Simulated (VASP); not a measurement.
## ZnS: single point with PBE

The system is ZnS.

```
Zn S
1.0
     4.00262    0.00000    0.00000
    -2.00131    3.46637    0.00000
     0.00000    0.00000    5.46958
Zn S
2 2
Cartesian
  0.0000 2.3109 0.0284
  2.0013 1.1555 2.7632
  0.0000 2.3109 2.0773
  2.0013 1.1555 4.8121
```

- Program: VASP 6.6.1
- Task: single point
- Functional: PBE
- Potentials or basis: VASP PAW PBE potentials, release 64 (Zn, S)
- Cutoff: 520 eV
- k mesh: 9 × 9 × 6
- Occupations: gaussian, width 0.05 eV
- Spin: no spin polarisation
- Dipole correction: no
- Further INCAR settings: ALGO = Normal; EDIFF = 1e-07; NBANDS = 26

- Pressure: 10.7 GPa
- Largest force: 2.828 eV/Å
- Band gap on the k mesh: 1.85 eV

Forces in eV/Å, atoms in the order of the input:
```
Zn   0.000  0.000 -2.828
Zn   0.000  0.000 -2.828
S    0.000  0.000  2.828
S    0.000  0.000  2.828
```

Stress tensor (GPa, compression positive):
```
-2.07  0.00  0.00
 0.00 -2.07  0.00
 0.00  0.00 36.15
```

Levels at points of the mesh, in eV from the valence-band top:
```csv
k point,band 16,band 17,band 18,band 19,band 20,band 21
"(0.00, 0.00, 0.00)",-0.15,-0.15,0.00,1.85,2.26,5.54
"(0.00, 0.00, 0.50)",-0.97,-0.97,-0.97,3.15,3.15,5.98
```

Wall time 2.8 min on 1 thread of Intel Xeon 8259CL, on a shared host, peak memory 0.23 GiB.

Caveat: the cell stands under pressure; an odd mesh through Γ misses points on the zone boundary, where band edges can lie; forces of over 1 eV/Å act on the atoms, so gaps and moduli don't describe the material at rest. As with any semilocal functional, this PBE gap is likely too small.
